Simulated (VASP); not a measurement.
Wanted: the native input for a VASP 6.6.1 run.

```yaml
Task: single point
Functional: PBEsol
Potentials_or_basis: VASP PAW PBE potentials, release 64 (Sn_d)
Cutoff: 520 eV
k_mesh: 20 × 20 × 12
Occupations: gaussian, width 0.15 eV
Spin: no spin polarisation
Dipole_correction: no
Further_INCAR_settings: ALGO = Fast; EDIFF = 1e-06; NBANDS = 21
```

The structure of Sn lies in POSCAR:

```
Sn
1.0
   -1.8723950223      1.8723950223      1.8723950223
    1.8723950223     -1.8723950223      1.8723950223
    3.7447900446      3.7447900446      0.0000000000
Sn
2
Direct
    0.0188824146     -0.0188824146      0.0000000000
    0.4811175854      0.5188824146      0.5000000000
```

This cell differs from its parent crystal: mode 1 (-4.3 1/cm) frozen in, largest displacement +0.100 Å.

These files were run (other wordings do the same):

INCAR

```
PREC = Accurate
ENCUT = 520
EDIFF = 1E-6
ISMEAR = 0
SIGMA = 0.15
LREAL = False
LASPH = True
NELM = 80
ALGO = Fast
ISIF = 2
LWAVE = False
LCHARG = False
GGA = PS
NBANDS = 21
```

KPOINTS

```
Automatic mesh
0
Gamma
  20 20 12
```

Potentials or basis: VASP PAW PBE potentials, release 64 (Sn_d).

Run with:

```sh
$ cat potpaw_PBE.64/Sn_d/POTCAR > POTCAR
$ mpirun -np 1 vasp_std > vasp.out
```

It gave:

| Item | Value |
| --- | --- |
| Pressure | -0.4 GPa |
| Band gap on the k mesh | zero (band 14 reaches 12.67 eV, above the bottom of band 15 at 5.93 eV) |

Caveat: the cell differs from its parent crystal (mode 1 (-4.3 1/cm) frozen in, largest displacement +0.100 Å); the PAW data sets were made with another functional, which shifts forces and pressure a little; spin-orbit coupling is left out, which moves the levels of the heavy elements.

Wall time 10 min on 1 thread of Oxide Virtual Turin-like Processor, on a shared host, peak memory 0.66 GiB.
